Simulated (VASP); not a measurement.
# Al12H in VASP: further runs

Al12H is run at these levels: PBE+D3(BJ); tasks: single point.

Everything below comes from runs of VASP 6.6.1. Logs are shortened: lines on timing, memory, paths and dates and some standing lists are left out, and cuts for length are marked.

### Step 1. The cell of the first run

The cell holds a slab with vacuum, 13 atoms: a = 5.631 Å, b = 5.631 Å, c = 21.568 Å, α = 90.00°, β = 90.00°, γ = 120.00°.

### Step 2. Single point, PBE+D3(BJ)

INCAR

```
  PREC = Accurate
  ENCUT = 520
  EDIFF = 1E-6
  ISMEAR = 0
  SIGMA = 0.1
  LREAL = False
  LASPH = True
  NELM = 100
  ALGO = Normal
  ISIF = 2
  LWAVE = False
  LCHARG = True
  LDIPOL = True
  IDIPOL = 3
  DIPOL = 0.5 0.5 0.310
  GGA = PE
  IVDW = 12
  LELF = True
  LVHAR = True
  LVACPOTAV = True
  NBANDS = 30
```

KPOINTS

```
Automatic mesh
0
Gamma
  6 6 1
```

POSCAR

```
Al12H
1.0
    5.6314608525      0.0000000000      0.0000000000
   -2.8157304263      4.8769881587      0.0000000000
    0.0000000000      0.0000000000     21.5684292007
Al H
12 1
Direct
    0.3333333333      0.1666666667      0.1854562501
    0.3333333333      0.6666666667      0.1854562501
    0.8333333333      0.1666666667      0.1854562501
    0.8333333333      0.6666666667      0.1854562501
    0.1666666667      0.3333333333      0.2913950739
    0.1666666667      0.8333333333      0.2913950739
    0.6666666667      0.3333333333      0.2913950739
    0.6666666667      0.8333333333      0.2913950739
    0.0000000000      0.0000000000      0.3972671872
    0.0000000000      0.5000000000      0.3972671872
    0.5000000000      0.0000000000      0.3972671872
    0.5000000000      0.5000000000      0.3972671872
    0.0000000000      0.0833333333      0.5363593748
```

Potentials or basis: VASP PAW PBE potentials, release 64 (Al, H).

The run is started by

```
$ cat potpaw_PBE.64/Al/POTCAR potpaw_PBE.64/H/POTCAR > POTCAR
$ mpirun -np 1 vasp_std > vasp.out
```

OUTCAR:

```text
PREC = Accurate
   ENCUT = 520
   EDIFF = 1E-6
   ISMEAR = 0
   LREAL = False
   LASPH = True
   NELM = 100
   ISIF = 2
   GGA = PE
   IVDW = 12
 IVDW          = 12

 ion  position               nearest neighbor table
   1  0.333  0.167  0.185-   5 2.80   7 2.80   6 2.80   4 2.82   4 2.82   3 2.82   3 2.82   2 2.82
                             2 2.82
   2  0.333  0.667  0.185-   6 2.80   8 2.80   5 2.80   3 2.82   3 2.82   4 2.82   4 2.82   1 2.82
                             1 2.82
   3  0.833  0.167  0.185-   7 2.80   5 2.80   8 2.80   2 2.82   2 2.82   1 2.82   1 2.82   4 2.82
                             4 2.82
   4  0.833  0.667  0.185-   8 2.80   6 2.80   7 2.80   1 2.82   1 2.82   2 2.82   2 2.82   3 2.82
                             3 2.82
   5  0.167  0.333  0.291-  12 2.80   9 2.80  10 2.80   1 2.80   3 2.80   2 2.80   8 2.82   8 2.82
                             7 2.82   7 2.82   6 2.82   6 2.82
   6  0.167  0.833  0.291-  11 2.80  10 2.80   9 2.80   2 2.80   4 2.80   1 2.80   7 2.82   7 2.82
                             8 2.82   8 2.82   5 2.82   5 2.82
   7  0.667  0.333  0.291-  10 2.80  11 2.80  12 2.80   3 2.80   1 2.80   4 2.80   6 2.82   6 2.82
                             5 2.82   5 2.82   8 2.82   8 2.82
   8  0.667  0.833  0.291-   9 2.80  12 2.80  11 2.80   4 2.80   2 2.80   3 2.80   5 2.82   5 2.82
                             6 2.82   6 2.82   7 2.82   7 2.82
   9  0.000  0.000  0.397-   8 2.80   5 2.80   6 2.80  12 2.82  12 2.82  11 2.82  11 2.82  10 2.82
                            10 2.82
  10  0.000  0.500  0.397-   7 2.80   6 2.80   5 2.80  11 2.82  11 2.82  12 2.82  12 2.82   9 2.82
                             9 2.82
  11  0.500  0.000  0.397-   6 2.80   7 2.80   8 2.80  10 2.82  10 2.82   9 2.82   9 2.82  12 2.82
                            12 2.82
  12  0.500  0.500  0.397-   5 2.80   8 2.80   7 2.80   9 2.82   9 2.82  10 2.82  10 2.82  11 2.82
                            11 2.82
  13  0.000  0.083  0.536-

  LATTYP: Found a hexagonal cell.
 ALAT       =     5.6314608525
 C/A-ratio  =     3.8299883042

  Lattice vectors:

 A1 = (   5.6314608525,   0.0000000000,   0.0000000000)
 A2 = (  -2.8157304263,   4.8769881587,   0.0000000000)
 A3 = (   0.0000000000,   0.0000000000,  21.5684292007)

Analysis of symmetry for initial positions (statically):
=====================================================================
 Subroutine PRICEL returns:
 Original cell was already a primitive cell.

 Routine SETGRP: Setting up the symmetry group for a
 hexagonal supercell.

 Subroutine GETGRP returns: Found  1 space group operations
 (whereof  1 operations were pure point group operations)
 out of a pool of 24 trial point group operations.

The static configuration has the point symmetry C_1 .

Analysis of symmetry for dynamics (positions and initial velocities):
=====================================================================
 Subroutine PRICEL returns:
 Original cell was already a primitive cell.

 Routine SETGRP: Setting up the symmetry group for a
 hexagonal supercell.

 Subroutine GETGRP returns: Found  1 space group operations
 (whereof  1 operations were pure point group operations)
 out of a pool of 24 trial point group operations.

The dynamic configuration has the point symmetry C_1 .

 Subroutine INISYM returns: Found  1 space group operations
 (whereof  1 operations are pure point group operations),
 and found     1 'primitive' translations

----------------------------------------------------------------------------------------

                                     Primitive cell

  volume of cell :     592.3676

  direct lattice vectors                    reciprocal lattice vectors
     5.631460853  0.000000000  0.000000000     0.177573817  0.102522291  0.000000000
    -2.815730426  4.876988159  0.000000000     0.000000000  0.205044582  0.000000000
     0.000000000  0.000000000 21.568429201     0.000000000  0.000000000  0.046364063

  length of vectors
     5.631460853  5.631460853 21.568429201     0.205044582  0.205044582  0.046364063

  position of ions in fractional coordinates (direct lattice)
     0.333333333  0.166666667  0.185456250
     0.333333333  0.666666667  0.185456250
     0.833333333  0.166666667  0.185456250
     0.833333333  0.666666667  0.185456250
     0.166666667  0.333333333  0.291395074
     0.166666667  0.833333333  0.291395074
     0.666666667  0.333333333  0.291395074
     0.666666667  0.833333333  0.291395074
     0.000000000  0.000000000  0.397267187
     0.000000000  0.500000000  0.397267187
     0.500000000  0.000000000  0.397267187
[... 42 lines left out ...]

 Found     20 irreducible k-points:

 Following reciprocal coordinates:
            Coordinates               Weight
  0.000000  0.000000  0.000000      1.000000
  0.166667  0.000000  0.000000      2.000000
  0.000000  0.166667  0.000000      2.000000
 -0.166667  0.166667  0.000000      2.000000
  0.333333 -0.000000  0.000000      2.000000
  0.000000  0.333333  0.000000      2.000000
[... 12 lines left out ...]
  0.500000 -0.166667  0.000000      2.000000
  0.333333  0.333333  0.000000      2.000000
   k-points           NKPTS =     20   k-points in BZ     NKDIM =     20   number of bands    NBANDS=     30
   number of dos      NEDOS =    301   number of ions     NIONS =     13
   total plane-waves  NPLWV = 282240
   dimension x,y,z NGX =    42 NGY =   42 NGZ =  160
   dimension x,y,z NGXF=    84 NGYF=   84 NGZF=  320
   ions per type =              12   1
   NGX,Y,Z   is equivalent  to a cutoff of  12.40, 12.40, 12.33 a.u.
   NGXF,Y,Z  is equivalent  to a cutoff of  24.80, 24.80, 24.67 a.u.
 SYSTEM =  unknown system
   PREC   = accura    normal or accurate (medium, high low for compatibility)
   ISTART =      0    job   : 0-new  1-cont  2-samecut
   ICHARG =      2    charge: 1-file 2-atom 10-const
   ISPIN  =      1    spin polarized calculation?
   LNONCOLLINEAR =      F non collinear calculations
   LSORBIT =      F    spin-orbit coupling
   LASPH  =      T    aspherical Exc in radial PAW
   ENCUT  =  520.0 eV  38.22 Ry    6.18 a.u.  10.47 10.47 40.10*2*pi/ulx,y,z
   NELM   =    100;   NELMIN=  2; NELMDL= -5     # of ELM steps
   EDIFF  = 0.1E-05   stopping-criterion for ELM
   LREAL  =      F    real-space projection
   EDIFFG = 0.1E-04   stopping-criterion for IOM
   NSW    =      0    number of steps for IOM
   IBRION =     -1    ionic relax: 0-MD 1-quasi-New 2-CG
   NFREE  =      0    steps in history (QN), initial steepest desc. (CG)
   ISIF   =      2    stress and relaxation
   ISYM   =      2    0-nonsym 1-usesym 2-fastsym
   POTIM  = 0.5000    time-step for ionic-motion
   TEBEG  =    0.0;   TEEND  =   0.0 temperature during run
   PSTRESS=    0.0 pullay stress
   NELECT =      37.0000    total number of electrons
   NUPDOWN=      -1.0000    fix difference up-down
   EMIN   =  10.00;   EMAX   =-10.00  energy-range for DOS
   EFERMI =   0.00;   METHOD = LEGACY
   ISMEAR =     0;   SIGMA  =   0.10  broadening in eV -4-tet -1-fermi 0-gaus
   EFERMI_NEDOS =   21; number of points for ismear=-14 and -15
   IALGO  =     38    algorithm
   IMIX   =      4    mixing-type and parameters
     AMIX     =   0.40;   BMIX     =  1.00
     AMIX_MAG =   1.60;   BMIX_MAG =  1.00
  volume/ion in A,a.u.               =      45.57       307.50
  Fermi-wavevector in a.u.,A,eV,Ry     =   0.649549  1.227469  5.740480  0.421913
  Thomas-Fermi vector in A             =   1.718540
   LORBIT       =      0    0 simple, 1 ext, 2 COOP (PROOUT), +10 PAW based schemes
   GGA     = PE    functional components
   LHFCALC =     F    Hartree Fock is set to
   AEXX    =    0.0000 exact exchange contribution
   IVDW    =    12    specifies the selected vdW correction
   LEPSILON=     F    determine dielectric tensor
   LRPA    =     F    only Hartree local field effects (RPA)
 non-spin polarized calculation
 Gauss-broadening in eV      SIGMA  =   0.10
  energy-cutoff  :      520.00
  volume of cell :      592.37
 maximum number of plane-waves:     16008
 NGX is ok and might be reduce to    42
   NGX = 21   NGY = 21   NGZ = 81

 dipolmoment           0.000000      0.000000     -0.179594 electrons x Angstroem

 number of electron      37.0000001 magnetization

 dipolmoment           0.000000      0.000000      0.314462 electrons x Angstroem

 Free energy of the ion-electron system (eV)
  ---------------------------------------------------
  ext. energy  EPLUGINS =         0.00000000
  ---------------------------------------------------
  free energy    TOTEN  =       -43.13006522 eV

  energy without entropy =      -43.08701183  energy(sigma->0) =      -43.10853853

 E-fermi :  -0.5350     XC(G=0):  -4.3960

 val. band max:       -0.5600006222   @ k =   0.5000   0.5000   0.0000
 cond. band min:      -0.4837233594   @ k =   0.3333   0.3333   0.0000
 fundamental gap:      0.0762772628
 Fermi energy:        -0.5350460330

 k-point     1 :       0.0000    0.0000    0.0000
  band No.  band energies     occupation
      1     -11.3889      2.00000
      2      -9.6281      2.00000
      3      -6.8509      2.00000
      4      -5.3819      2.00000
      5      -5.3746      2.00000
      6      -5.3708      2.00000
[... 649 lines left out ...]
     29       2.9568      0.00000
     30       2.9598      0.00000

------------------------ aborting loop because EDIFF is reached ----------------------------------------

 Edisp (eV)   -2.90817

 E8    (eV) :    -1.3514

  FORCE on cell =-STRESS in cart. coord.  units (eV):
  Direction    XX          YY          ZZ          XY          YZ          ZX
  --------------------------------------------------------------------------------------
  -------------------------------------------------------------------------------------
  Total      -2.78771    -2.74644    -1.46069     0.04347    -0.21461     0.10900
  in kB      -7.53991    -7.42830    -3.95074     0.11757    -0.58047     0.29481
  external pressure =       -6.31 kB  Pullay stress =        0.00 kB

 VOLUME and BASIS-vectors are now :
 -----------------------------------------------------------------------------
  energy-cutoff  :      520.00
  volume of cell :      592.37
      direct lattice vectors                 reciprocal lattice vectors
     5.631460853  0.000000000  0.000000000     0.177573817  0.102522291  0.000000000
    -2.815730426  4.876988159  0.000000000     0.000000000  0.205044582  0.000000000
     0.000000000  0.000000000 21.568429201     0.000000000  0.000000000  0.046364063

 POSITION                                       TOTAL-FORCE (eV/Angst)
 -----------------------------------------------------------------------------------
      1.40787      0.81283      4.00000         0.051070      0.015835     -0.095762
     -0.00000      3.25133      4.00000        -0.003154      0.022555     -0.062685
      4.22360      0.81283      4.00000        -0.048515      0.012345     -0.072895
      2.81573      3.25133      4.00000        -0.002602     -0.047238     -0.109517
      0.00000      1.62566      6.28493         0.000926      0.082313      0.039748
     -1.40787      4.06416      6.28493         0.074791     -0.051192     -0.029522
      2.81573      1.62566      6.28493        -0.006835      0.022265     -0.058777
      1.40787      4.06416      6.28493        -0.066546     -0.049404      0.001292
      0.00000      0.00000      8.56843        -0.034385      0.073751      1.083783
     -1.40787      2.43849      8.56843        -0.000286     -0.009310      0.133963
      2.81573      0.00000      8.56843        -0.005311      0.003434      0.097540
      1.40787      2.43849      8.56843         0.007598     -0.012151      0.106597
     -0.23464      0.40642     11.56843         0.033250     -0.063203     -1.033764
 -----------------------------------------------------------------------------------
    total drift:                                0.000025     -0.000027     -0.000156

  FREE ENERGIE OF THE ION-ELECTRON SYSTEM (eV)
  ---------------------------------------------------
  free  energy   TOTEN  =       -46.0382349751 eV

  energy  without entropy=      -45.9951815793  energy(sigma->0) =      -46.01670828

 vacuum level on the upper side and lower side of the slab         5.485         3.413
```

Run time: 5.2 min. Hardware: 1 thread of Intel Xeon 6975P-C (Granite Rapids), shared host; peak memory 0.76 GiB.

Results:

* Free energy: -46.0382 eV
* Largest force: 1.087 eV/Å
* Band gap on the k mesh: zero (an odd number of electrons rules out a gap without spin polarisation)
* Dispersion energy per atom: -0.224 eV

Forces on the atoms (eV/Å):
```
Al   0.051  0.016 -0.096
Al  -0.003  0.023 -0.063
Al  -0.049  0.012 -0.073
Al  -0.003 -0.047 -0.110
Al   0.001  0.082  0.040
Al   0.075 -0.051 -0.030
Al  -0.007  0.022 -0.059
Al  -0.067 -0.049  0.001
Al  -0.034  0.074  1.084
Al   0.000 -0.009  0.134
Al  -0.005  0.003  0.098
Al   0.008 -0.012  0.107
H    0.033 -0.063 -1.034
```

### Step 3. Single point, PBE+D3(BJ)

INCAR

```
SYSTEM = Al12H
PREC = Accurate
ENCUT = 520
EDIFF = 1E-6
ISMEAR = 0
SIGMA = 0.1
LREAL = .FALSE.
LASPH = .TRUE.
NELM = 60
ALGO = Normal
ISIF = 2
LWAVE = .FALSE.
LCHARG = .FALSE.
LDIPOL = .TRUE.
IDIPOL = 3
DIPOL = 0.5 0.5 0.310
GGA = PE
IVDW = 12
NBANDS = 30
```

KPOINTS

```
regular mesh
0
G
  6 6 1
  0 0 0
```

Changes to POSCAR since step 2:

```diff
@@ -20,2 +20,2 @@
     0.5000000000      0.5000000000      0.3972671872
-    0.0000000000      0.0833333333      0.5363593748
+    0.0833333333      0.3333333333      0.5363593748
```

Potentials or basis: VASP PAW PBE potentials, release 64 (Al, H).

The run is started by

```
$ cat potpaw_PBE.64/Al/POTCAR potpaw_PBE.64/H/POTCAR > POTCAR
$ mpirun -np 1 vasp_std > vasp.out
```

OUTCAR:

```text
SYSTEM = Al12H
   PREC = Accurate
   ENCUT = 520
   EDIFF = 1E-6
   ISMEAR = 0
   LREAL = .FALSE.
   LASPH = .TRUE.
   NELM = 60
   ISIF = 2
   GGA = PE
   IVDW = 12
 IVDW          = 12

 ion  position               nearest neighbor table
   1  0.333  0.167  0.185-   5 2.80   7 2.80   6 2.80   4 2.82   4 2.82   3 2.82   3 2.82   2 2.82
                             2 2.82
   2  0.333  0.667  0.185-   6 2.80   8 2.80   5 2.80   3 2.82   3 2.82   4 2.82   4 2.82   1 2.82
                             1 2.82
   3  0.833  0.167  0.185-   7 2.80   5 2.80   8 2.80   2 2.82   2 2.82   1 2.82   1 2.82   4 2.82
                             4 2.82
[... 912 lines left out ...]
  volume of cell :      592.37
      direct lattice vectors                 reciprocal lattice vectors
     5.631460853  0.000000000  0.000000000     0.177573817  0.102522291  0.000000000
    -2.815730426  4.876988159  0.000000000     0.000000000  0.205044582  0.000000000
     0.000000000  0.000000000 21.568429201     0.000000000  0.000000000  0.046364063

 POSITION                                       TOTAL-FORCE (eV/Angst)
 -----------------------------------------------------------------------------------
      1.40787      0.81283      4.00000         0.075820     -0.032151     -0.073147
     -0.00000      3.25133      4.00000         0.022422      0.083424     -0.075626
      4.22360      0.81283      4.00000        -0.069768     -0.053085     -0.056655
      2.81573      3.25133      4.00000        -0.028964     -0.000499     -0.114300
      0.00000      1.62566      6.28493         0.024668     -0.009436      0.092545
     -1.40787      4.06416      6.28493        -0.022562      0.016680     -0.064540
      2.81573      1.62566      6.28493        -0.031152      0.027584     -0.048932
      1.40787      4.06416      6.28493         0.041923     -0.033316     -0.057412
      0.00000      0.00000      8.56843        -0.009181      0.085643      0.364470
     -1.40787      2.43849      8.56843         0.109007     -0.075766      0.637552
      2.81573      0.00000      8.56843        -0.017911     -0.005829      0.081761
      1.40787      2.43849      8.56843        -0.049099     -0.023252      0.224578
     -0.46929      1.62566     11.56843        -0.045203      0.020003     -0.910296
 -----------------------------------------------------------------------------------
    total drift:                                0.000040      0.000005     -0.000178

  FREE ENERGIE OF THE ION-ELECTRON SYSTEM (eV)
  ---------------------------------------------------
  free  energy   TOTEN  =       -45.9776629623 eV

  energy  without entropy=      -45.9302616788  energy(sigma->0) =      -45.95396232

 vacuum level on the upper side and lower side of the slab         5.367         3.279
```

stdout:

```text
POSCAR found type information on POSCAR AlH
 POSCAR found :  2 types and      13 ions
 scaLAPACK will be used
 LDA part: xc-table for (Slater+PW92), standard interpolation
 POSCAR, INCAR and KPOINTS ok, starting setup
 FFT: planning ... GRIDC
 FFT: planning ... GRID_SOFT
 FFT: planning ... GRID
 WAVECAR not read
 entering main loop
```

It took 5.3 min on 1 thread of Intel Xeon 6975P-C (Granite Rapids), shared host; peak memory 0.74 GiB.

What came out:

* Free energy: -45.9777 eV
* Largest force: 0.912 eV/Å
* Band gap on the k mesh: zero (an odd number of electrons rules out a gap without spin polarisation)
* Dispersion energy per atom: -0.224 eV

Forces on the atoms (eV/Å):
```
Al   0.076 -0.032 -0.073
Al   0.022  0.083 -0.076
Al  -0.070 -0.053 -0.057
Al  -0.029  0.000 -0.114
Al   0.025 -0.009  0.093
Al  -0.023  0.017 -0.065
Al  -0.031  0.028 -0.049
Al   0.042 -0.033 -0.057
Al  -0.009  0.086  0.364
Al   0.109 -0.076  0.638
Al  -0.018 -0.006  0.082
Al  -0.049 -0.023  0.225
H   -0.045  0.020 -0.910
```

Levels at points of the mesh, in eV from the Fermi level:
```
           k point  band 15  band 16  band 17  band 18  band 19  band 20  band 21  band 22
(0.00, 0.00, 0.00)    -2.78    -2.78    -0.56    -0.35    -0.35    -0.32    -0.13    -0.13
(0.50, 0.00, 0.00)    -0.53    -0.53    -0.20    -0.17    -0.05     0.98     0.98     1.33
(0.00, 0.50, 0.00)    -0.53    -0.53    -0.21    -0.17    -0.05     0.98     0.98     1.33
(0.50, 0.50, 0.00)    -0.53    -0.53    -0.20    -0.17    -0.06     0.98     0.98     1.33
```

(Continued in part 2 of 2.)
